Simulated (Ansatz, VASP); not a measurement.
## One calculation of La2O3, two programs

The input INCAR:

```
PREC     = Accurate       # precision mode
ENCUT    = 520            # plane-wave cutoff, eV
EDIFF    = 1E-6           # SCF threshold, eV
ISMEAR   = -1             # smearing method
SIGMA    = 0.05           # smearing width, eV
LREAL    = F              # projectors in reciprocal space
LASPH    = T              # aspherical terms in the spheres
NELM     = 60             # most SCF steps
ALGO     = Normal         # electronic algorithm
ISIF     = 2              # what is computed and relaxed
LWAVE    = F              # write WAVECAR
LCHARG   = F              # write CHGCAR
GGA      = PS             # functional
NBANDS   = 28             # bands
```

File KPOINTS:

```
regular mesh
0
Gamma
  5 5 8
```

File POSCAR:

```
La2O3
1.0
    6.4541017056      0.0000000000      0.0000000000
   -3.2270508527      5.5894160357      0.0000000000
    0.0000000000      0.0000000000      3.3331872572
La O
2 3
Direct
    0.6666666667      0.3333333333      0.4981030000
    0.3333333333      0.6666666667      0.5018970000
    0.5046070000      0.0000000000      0.0000000000
    0.0000000000      0.5046070000      0.0000000000
    0.4953930000      0.4953930000      0.0000000000
```

Contents of input.yaml:

```yaml
crystal:
  lattice:
    - [6.4541017056, 0.0, 0.0]
    - [-3.2270508527, 5.5894160357, 0.0]
    - [0.0, 0.0, 3.3331872572]
  atoms:
    - { symbol: La, position: [0.6666666667, 0.3333333333, 0.498103] }
    - { symbol: La, position: [0.3333333333, 0.6666666667, 0.501897] }
    - { symbol: O, position: [0.504607, 0.0, 0.0] }
    - { symbol: O, position: [0.0, 0.504607, 0.0] }
    - { symbol: O, position: [0.495393, 0.495393, 0.0] }
kpoints:
  mp_grid: { grid: [5, 5, 8] }
scf:
  occupations: { method: fermi_dirac, width: 0.05 }
hamiltonian:
  xc: pbesol
  pseudopotentials: { kind: all_electron, lapw: { basis_error: 0.002 } }
output:
  forces: true
  stress: true
  eigenvalues: true
```

Change from the starting cell: volume scaled by 1.04.

Alike in both runs: task single point; functional PBEsol; k mesh 5 × 5 × 8; occupations fermi-dirac, width 0.05 eV; no spin polarisation.

```csv
,VASP,Ansatz
version,VASP 6.6.1,Ansatz 0.2.0
potentials or method,"VASP PAW PBE potentials, release 64 (La, O), cutoff 520 eV","all-electron LAPW, scalar-relativistic"
```

Ansatz gave:

| Item | Value |
| --- | --- |
| gap on the k mesh at the Fermi level (eV) | 1.73 |
| least direct gap on the mesh (eV) | 2.07 |
| pressure (GPa) | -6.2 |
| traceless stress, the component that is largest in VASP (GPa) | -2.18 |
| rms of the force components (eV/Å) | 0.024 |

**Question.** Which values does VASP return?

**Answer.** gap on the k mesh at the Fermi level (eV): 1.74; least direct gap on the mesh (eV): 2.07; pressure (GPa): -6.3; traceless stress, the component that is largest in VASP (GPa): -2.20; rms of the force components (eV/Å): 0.024.

VASP's potentials were made for PBE, not for PBEsol. Atom by atom the forces differ by 0.000 eV/Å (rms over components). Ansatz ran all-electron here, and VASP with PAW potentials.

Spin-orbit coupling is off throughout.
